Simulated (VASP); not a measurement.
Set up this calculation in VASP 6.6.1, as the native input.

```yaml
Task: single point
Functional: r2SCAN
Potentials_or_basis: VASP PAW PBE potentials, release 64 (Ag, I)
Cutoff: 550 eV
k_mesh: 6 × 6 × 4
Occupations: gaussian, width 0.01 eV
Spin: no spin polarisation
Dipole_correction: no
Further_INCAR_settings: ALGO = Normal; EDIFF = 1e-06; NBANDS = 26
```

AgI (Iodargyrite):

```xyz
4
Lattice="4.5548 0.0000 0.0000 -2.2774 3.9446 0.0000 0.0000 0.0000 7.4688" Properties=species:S:1:pos:R:3 pbc="T T T"
Ag    2.2774    1.3149    4.6913
Ag    0.0000    2.6297    0.9569
I     2.2774    1.3149    0.0141
I     0.0000    2.6297    3.7485
```

One way to write it, as run:

POSCAR

```
AgI
1.0
    4.5548490331      0.0000000000      0.0000000000
   -2.2774245165      3.9446149731      0.0000000000
    0.0000000000      0.0000000000      7.4688162329
Ag I
2 2
Direct
    0.6666666667      0.3333333333      0.6281136328
    0.3333333333      0.6666666667      0.1281136328
    0.6666666667      0.3333333333      0.0018863672
    0.3333333333      0.6666666667      0.5018863672
```

INCAR.step1

```
ALGO = Normal
EDIFF = 1E-5
ENCUT = 550
GGA = PE
GGA_COMPAT = F
ISMEAR = 0
LASPH = T
LCHARG = F
LREAL = F
LWAVE = T
NBANDS = 26
NELM = 120
PREC = Accurate
SIGMA = 0.01
```

INCAR.step2

```
ALGO = Normal
EDIFF = 1E-6
ENCUT = 550
GGA_COMPAT = F
ISIF = 2
ISMEAR = 0
ISTART = 1
LASPH = T
LCHARG = T
LELF = T
LMIXTAU = T
LREAL = F
LVHAR = T
LWAVE = F
METAGGA = R2SCAN
NBANDS = 26
NELM = 120
PREC = Accurate
SIGMA = 0.01
```

KPOINTS

```
k-points
0
Gamma
  6 6 4
```

Potentials or basis: VASP PAW PBE potentials, release 64 (Ag, I).

Run with:

```console
$ cat potpaw_PBE.64/Ag/POTCAR potpaw_PBE.64/I/POTCAR > POTCAR
$ cp INCAR.step1 INCAR
$ mpirun -np 1 vasp_std > vasp.out
$ cp INCAR.step2 INCAR
$ mpirun -np 1 vasp_std > vasp.out
```

It gave:

```json
{
  "Pressure": "1.9 GPa",
  "Band gap on the k mesh": "1.83 eV, direct"
}
```

Caveat: the PAW data sets were made with another functional, which shifts forces and pressure a little; spin-orbit coupling is left out, which moves the levels of the heavy elements.

Wall time 110 s on 1 thread of Intel(R) Xeon(R) 6975P-C (Granite Rapids) (shared host), peak memory 0.32 GiB.
